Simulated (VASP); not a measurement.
# AsPt (P4/mmm) in VASP: a series of runs

Runs on AsPt. Level: PBE. Tasks: single point, relaxation of cell and atoms.

Program: VASP 6.6.1. These are calculated values, not measurements. Logs are shortened: lines on timing, memory, paths and dates and some standing lists are left out, and cuts for length are marked.

## Step 1: The cell of the first run

Symmetry: P4/mmm, No. 123, tetragonal system. Conventional cell: a = 3.143 Å, b = 3.143 Å, c = 3.386 Å, α = 90.00°, β = 90.00°, γ = 90.00°. As (site symmetry 4/mmm) has 8 Pt at 2.79 Å and 6 As at 3.14 to 3.39 Å within 3.7 Å. Pt (site symmetry 4/mmm) has 8 As at 2.79 Å and 6 Pt at 3.14 to 3.39 Å within 3.7 Å.

The cell was generated, and may not be a known phase.

## Step 2: Single point, PBE

The input, INCAR:

```
SYSTEM = AsPt
ALGO = Normal
EDIFF = 1E-6
ENCUT = 520
GGA = PE
ISIF = 2
ISMEAR = 0
LASPH = .TRUE.
LCHARG = .FALSE.
LREAL = .FALSE.
LWAVE = .FALSE.
NBANDS = 14
NELM = 100
PREC = Accurate
SIGMA = 0.1
```

The input, KPOINTS:

```
k-points
0
G
  6 6 4
  0 0 0
```

The input, POSCAR:

```
AsPt
1.0
    3.1430211104      0.0000000000      0.0000000000
    0.0000000000      3.1430211104      0.0000000000
    0.0000000000      0.0000000000      3.3856201042
As Pt
1 1
Direct
    0.0000000000      0.0000000000      0.0000000000
    0.5000000000      0.5000000000      0.5000000000
```

Potentials or basis: VASP PAW PBE potentials, release 64 (As, Pt).

Launch:

```bash
> cat potpaw_PBE.64/As/POTCAR potpaw_PBE.64/Pt/POTCAR > POTCAR
> mpirun -np 1 vasp_std > vasp.out
```

OUTCAR:

```text
SYSTEM = AsPt
   EDIFF = 1E-6
   ENCUT = 520
   GGA = PE
   ISIF = 2
   ISMEAR = 0
   LASPH = .TRUE.
   LREAL = .FALSE.
   NELM = 100
   PREC = Accurate

 ion  position               nearest neighbor table
   1  0.000  0.000  0.000-   2 2.79   2 2.79   2 2.79   2 2.79   2 2.79   2 2.79   2 2.79   2 2.79

   2  0.500  0.500  0.500-   1 2.79   1 2.79   1 2.79   1 2.79   1 2.79   1 2.79   1 2.79   1 2.79

  LATTYP: Found a simple tetragonal cell.
 ALAT       =     3.1430211104
 C/A-ratio  =     1.0771865620

  Lattice vectors:

 A1 = (   3.1430211104,   0.0000000000,   0.0000000000)
 A2 = (   0.0000000000,   3.1430211104,   0.0000000000)
 A3 = (   0.0000000000,   0.0000000000,   3.3856201042)

Analysis of symmetry for initial positions (statically):
=====================================================================
 Subroutine PRICEL returns:
 Original cell was already a primitive cell.

 Routine SETGRP: Setting up the symmetry group for a
 simple tetragonal supercell.

 Subroutine GETGRP returns: Found 16 space group operations
 (whereof 16 operations were pure point group operations)
 out of a pool of 16 trial point group operations.

The static configuration has the point symmetry D_4h.

Analysis of symmetry for dynamics (positions and initial velocities):
=====================================================================
 Subroutine PRICEL returns:
 Original cell was already a primitive cell.

 Routine SETGRP: Setting up the symmetry group for a
 simple tetragonal supercell.

 Subroutine GETGRP returns: Found 16 space group operations
 (whereof 16 operations were pure point group operations)
 out of a pool of 16 trial point group operations.

The dynamic configuration has the point symmetry D_4h.

 Subroutine INISYM returns: Found 16 space group operations
 (whereof 16 operations are pure point group operations),
 and found     1 'primitive' translations

----------------------------------------------------------------------------------------

                                     Primitive cell

  volume of cell :      33.4451

  direct lattice vectors                    reciprocal lattice vectors
     3.143021110  0.000000000  0.000000000     0.318165219  0.000000000  0.000000000
     0.000000000  3.143021110  0.000000000     0.000000000  0.318165219  0.000000000
     0.000000000  0.000000000  3.385620104     0.000000000  0.000000000  0.295366866

  length of vectors
     3.143021110  3.143021110  3.385620104     0.318165219  0.318165219  0.295366866

  position of ions in fractional coordinates (direct lattice)
     0.000000000  0.000000000  0.000000000
     0.500000000  0.500000000  0.500000000

  ion indices of the primitive-cell ions
   primitive index   ion index
                 1           1
                 2           2

----------------------------------------------------------------------------------------

 KPOINTS: k-points

Automatic generation of k-mesh.
 Grid dimensions read from file:
 generate k-points for:    6    6    4

 Generating k-lattice:

  Cartesian coordinates                     Fractional coordinates (reciprocal lattice)
     0.053027537  0.000000000  0.000000000     0.166666667  0.000000000  0.000000000
     0.000000000  0.053027537  0.000000000     0.000000000  0.166666667  0.000000000
     0.000000000  0.000000000  0.073841717     0.000000000  0.000000000  0.250000000

  Length of vectors
     0.053027537  0.053027537  0.073841717

  Shift w.r.t. Gamma in fractional coordinates (k-lattice)
     0.000000000  0.000000000  0.000000000

 Subroutine IBZKPT returns following result:
 ===========================================

 Found     30 irreducible k-points:

 Following reciprocal coordinates:
            Coordinates               Weight
  0.000000  0.000000  0.000000      1.000000
  0.166667  0.000000  0.000000      4.000000
  0.333333  0.000000  0.000000      4.000000
  0.500000  0.000000  0.000000      2.000000
  0.166667  0.166667  0.000000      4.000000
  0.333333  0.166667  0.000000      8.000000
[... 16 lines left out ...]
  0.333333  0.000000  0.500000      4.000000
  0.500000  0.000000  0.500000      2.000000
 [... further k-points ...]
   k-points           NKPTS =     30   k-points in BZ     NKDIM =     30   number of bands    NBANDS=     14
   number of dos      NEDOS =    301   number of ions     NIONS =      2
   total plane-waves  NPLWV =  16128
   dimension x,y,z NGX =    24 NGY =   24 NGZ =   28
   dimension x,y,z NGXF=    48 NGYF=   48 NGZF=   56
   ions per type =               1   1
   NGX,Y,Z   is equivalent  to a cutoff of  12.69, 12.69, 13.75 a.u.
   NGXF,Y,Z  is equivalent  to a cutoff of  25.39, 25.39, 27.50 a.u.
 SYSTEM =  AsPt
   PREC   = accura    normal or accurate (medium, high low for compatibility)
   ISTART =      0    job   : 0-new  1-cont  2-samecut
   ICHARG =      2    charge: 1-file 2-atom 10-const
   ISPIN  =      1    spin polarized calculation?
   LNONCOLLINEAR =      F non collinear calculations
   LSORBIT =      F    spin-orbit coupling
   LASPH  =      T    aspherical Exc in radial PAW
   ENCUT  =  520.0 eV  38.22 Ry    6.18 a.u.   5.84  5.84  6.30*2*pi/ulx,y,z
   NELM   =    100;   NELMIN=  2; NELMDL= -5     # of ELM steps
   EDIFF  = 0.1E-05   stopping-criterion for ELM
   LREAL  =      F    real-space projection
   EDIFFG = 0.1E-04   stopping-criterion for IOM
   NSW    =      0    number of steps for IOM
   IBRION =     -1    ionic relax: 0-MD 1-quasi-New 2-CG
   NFREE  =      0    steps in history (QN), initial steepest desc. (CG)
   ISIF   =      2    stress and relaxation
   ISYM   =      2    0-nonsym 1-usesym 2-fastsym
   POTIM  = 0.5000    time-step for ionic-motion
   TEBEG  =    0.0;   TEEND  =   0.0 temperature during run
   PSTRESS=    0.0 pullay stress
   NELECT =      15.0000    total number of electrons
   NUPDOWN=      -1.0000    fix difference up-down
   EMIN   =  10.00;   EMAX   =-10.00  energy-range for DOS
   EFERMI =   0.00;   METHOD = LEGACY
   ISMEAR =     0;   SIGMA  =   0.10  broadening in eV -4-tet -1-fermi 0-gaus
   EFERMI_NEDOS =   21; number of points for ismear=-14 and -15
   IALGO  =     38    algorithm
   IMIX   =      4    mixing-type and parameters
     AMIX     =   0.40;   BMIX     =  1.00
     AMIX_MAG =   1.60;   BMIX_MAG =  1.00
  volume/ion in A,a.u.               =      16.72       112.85
  Fermi-wavevector in a.u.,A,eV,Ry     =   1.253125  2.368062 21.365523  1.570322
  Thomas-Fermi vector in A             =   2.386992
   LORBIT       =      0    0 simple, 1 ext, 2 COOP (PROOUT), +10 PAW based schemes
   GGA     = PE    functional components
   LHFCALC =     F    Hartree Fock is set to
   AEXX    =    0.0000 exact exchange contribution
   IVDW    =     0    specifies the selected vdW correction
   LEPSILON=     F    determine dielectric tensor
   LRPA    =     F    only Hartree local field effects (RPA)
 non-spin polarized calculation
 Gauss-broadening in eV      SIGMA  =   0.10
  energy-cutoff  :      520.00
  volume of cell :       33.45
 maximum number of plane-waves:       920
 NGX is ok and might be reduce to    24
   NGX = 11   NGY = 11   NGZ = 13

 number of electron      15.0000001 magnetization

 Free energy of the ion-electron system (eV)
  ---------------------------------------------------
  ext. energy  EPLUGINS =         0.00000000
  ---------------------------------------------------
  free energy    TOTEN  =       -10.79299433 eV

  energy without entropy =      -10.78753750  energy(sigma->0) =      -10.79026591

 E-fermi :   8.8920     XC(G=0): -12.0964

 val. band max:        8.8670166920   @ k =   0.5000   0.3333   0.5000
 cond. band min:       9.0981851027   @ k =   0.5000   0.3333   0.5000
 fundamental gap:      0.2311684107
 Fermi energy:         8.8919610728

 k-point     1 :       0.0000    0.0000    0.0000
  band No.  band energies     occupation
      1      -5.2330      2.00000
      2       4.3262      2.00000
      3       4.3928      2.00000
      4       6.7245      2.00000
      5       6.7245      2.00000
      6       6.9827      2.00000
      7       7.9871      2.00000
      8       9.5325      0.00000
      9       9.5325      0.00000
     10      10.7880      0.00000
     11      17.8742      0.00000
     12      17.9958      0.00000
     13      25.0030      0.00000
     14      25.1114      0.00000

 k-point     2 :       0.1667    0.0000    0.0000
  band No.  band energies     occupation
      1      -4.8311      2.00000
      2       4.1424      2.00000
      3       4.5182      2.00000
      4       5.7542      2.00000
      5       6.3610      2.00000
      6       6.7634      2.00000
      7       7.4009      2.00000
      8       9.3331      0.00000
      9      10.4761      0.00000
     10      12.5773      0.00000
     11      17.3587      0.00000
     12      19.6713      0.00000
     13      21.8397      0.00000
     14      23.2627      0.00000

 k-point     3 :       0.3333    0.0000    0.0000
  band No.  band energies     occupation
      1      -3.7398      2.00000
      2       2.2067      2.00000
      3       4.7639      2.00000
      4       4.8324      2.00000
      5       5.5761      2.00000
      6       6.8426      2.00000
      7       7.4879      2.00000
      8      11.3833      0.00000
      9      12.1928      0.00000
     10      13.6782      0.00000
     11      16.2843      0.00000
     12      18.3213      0.00000
     13      18.9567      0.00000
     14      19.9037      0.00000
[... 324 lines left out ...]
 k-point    23 :       0.3333    0.0000    0.5000
  band No.  band energies     occupation
      1      -2.6933      2.00000
      2       2.4516      2.00000
      3       4.1721      2.00000
      4       5.1111      2.00000
      5       5.9100      2.00000
      6       6.2266      2.00000
      7       7.5272      2.00000
      8       8.4822      2.00000
      9      10.8271      0.00000
     10      12.0997      0.00000
     11      17.7600      0.00000
     12      20.4705      0.00000
     13      21.4447      0.00000
     14      21.8515      0.00000

 k-point    24 :       0.5000    0.0000    0.5000
  band No.  band energies     occupation
      1      -2.4185      2.00000
      2       3.7447      2.00000
      3       4.2106      2.00000
      4       4.2197      2.00000
      5       5.9907      2.00000
      6       6.1853      2.00000
      7       7.6155      2.00000
      8       7.7292      2.00000
      9       9.6722      0.00000
     10      11.6628      0.00000
     11      19.6353      0.00000
     12      19.7670      0.00000
     13      20.1355      0.00000
     14      23.9966      0.00000

 [... further k-points ...]
[... 5 lines left out ...]
  --------------------------------------------------------------------------------------
  -------------------------------------------------------------------------------------
  Total       -0.0289479     -0.0289479     -0.0069794      0.0000000      0.0000000      0.0000000
  in kB       -1.3867379     -1.3867379     -0.3343435      0.0000000      0.0000000      0.0000000
  external PRESSURE =      -1.0359398 kB  Pullay stress =       0.0000000 kB

 VOLUME and BASIS-vectors are now :
 -----------------------------------------------------------------------------
  energy-cutoff  :      520.00
  volume of cell :       33.45
      direct lattice vectors                 reciprocal lattice vectors
     3.143021110  0.000000000  0.000000000     0.318165219  0.000000000  0.000000000
     0.000000000  3.143021110  0.000000000     0.000000000  0.318165219  0.000000000
     0.000000000  0.000000000  3.385620104     0.000000000  0.000000000  0.295366866

 POSITION                                       TOTAL-FORCE (eV/Angst)
 -----------------------------------------------------------------------------------
      0.00000      0.00000      0.00000         0.000000      0.000000      0.000000
      1.57151      1.57151      1.69281         0.000000      0.000000      0.000000
 -----------------------------------------------------------------------------------
    total drift:                                0.000000     -0.000000     -0.000000

  FREE ENERGIE OF THE ION-ELECTRON SYSTEM (eV)
  ---------------------------------------------------
  free  energy   TOTEN  =       -10.7929943293 eV

  energy  without entropy=      -10.7875374994  energy(sigma->0) =      -10.79026591
```

It took 16 s on 1 thread of Intel Xeon Platinum 8259CL at 2.50GHz (Skylake/Cascade Lake), shared host; peak memory 0.15 GiB.

Results:

| Quantity | Value |
| --- | --- |
| Free energy | -10.7930 eV |
| Pressure | -0.1 GPa |
| Band gap on the k mesh | zero (an odd number of electrons rules out a gap without spin polarisation) |

Levels at points of the mesh, in eV from the Fermi level:
```
           k point  band 5  band 6  band 7  band 8  band 9  band 10
(0.00, 0.00, 0.00)   -2.17   -1.91   -0.90    0.64    0.64     1.90
(0.50, 0.00, 0.00)   -3.62   -2.01   -0.68    3.96    4.41     5.41
(0.50, 0.50, 0.00)   -3.23   -3.23   -1.57   -0.89    1.53     1.77
(0.00, 0.00, 0.50)   -3.64   -1.83   -1.51    4.34    4.34     6.57
(0.50, 0.00, 0.50)   -2.90   -2.71   -1.28   -1.16    0.78     2.77
(0.50, 0.50, 0.50)   -1.23   -0.86    2.23    2.26    2.26     2.53
```

Caveat: the k points lie up to 0.46 Å⁻¹ apart, too coarse for converged energies and pressures of a metal; spin-orbit coupling is left out, which moves the levels of the heavy elements; an odd number of electrons without spin polarisation forces a metal; a magnetic or distorted state may lie lower.

[end of part 1 of 2]

The gap in the log of VASP goes by the Fermi energy; the results here count the filled bands.